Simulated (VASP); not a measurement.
A run of VASP 6.6.1 is set up as follows.

The input INCAR:

```
SYSTEM = Lu
PREC     = Accurate       ! precision mode
ENCUT    = 600            ! plane-wave cutoff, eV
EDIFF    = 1E-6           ! SCF threshold, eV
ISMEAR   = -1             ! smearing method
SIGMA    = 0.1            ! smearing width, eV
LREAL    = .False.        ! projectors in reciprocal space
LASPH    = .True.         ! aspherical terms in the spheres
NELM     = 60             ! most SCF steps
ALGO     = Normal         ! electronic algorithm
ISIF     = 3              ! what is computed and relaxed
LWAVE    = .False.        ! write WAVECAR
LCHARG   = .False.        ! write CHGCAR
GGA      = PS             ! functional
IBRION   = 2              ! ionic algorithm
NSW      = 80             ! ionic steps
EDIFFG   = -0.03          ! ionic threshold
PSTRESS  = 150.0
```

File KPOINTS:

```
Automatic mesh
0
Gamma
  8 8 5
  0 0 0
```

POSCAR

```
Lu
1.0
    3.5031000000      0.0000000000      0.0000000000
   -1.7515500000      3.0337735900      0.0000000000
    0.0000000000      0.0000000000      5.5509000000
Lu
2
Direct
    0.3333333300      0.6666666700      0.2500000000
    0.6666666700      0.3333333300      0.7500000000
```

Potentials or basis: VASP PAW PBE potentials, release 64 (Lu).

Command:

```sh
$ cat potpaw_PBE.64/Lu/POTCAR > POTCAR
$ mpirun -np 1 vasp_std > vasp.out
```

(1) Predict the space group after relaxing (to 0.05 Å).

(2) What does it give for the band gap on the k mesh?

(3) Estimate the relaxed cell.

(4) What does it give for the relaxed volume?

Results:

(1) P6_3/mmc (No. 194).

(2) zero (band 25 reaches 4.90 eV, above the bottom of band 26 at 2.66 eV).

(3) a = 3.195 Å, b = 3.195 Å, c = 5.044 Å, α = 90.00°, β = 90.00°, γ = 120.00°.

(4) 22.29 Å³/atom.

Caveat: the cell is relaxed towards a set pressure, so the enthalpy falls and the energy may rise; the volume moved by over 15 % at a fixed basis, so the end points are rough; the PAW data sets were made with another functional, which shifts forces and pressure a little; spin-orbit coupling is left out, which moves the levels of the heavy elements.
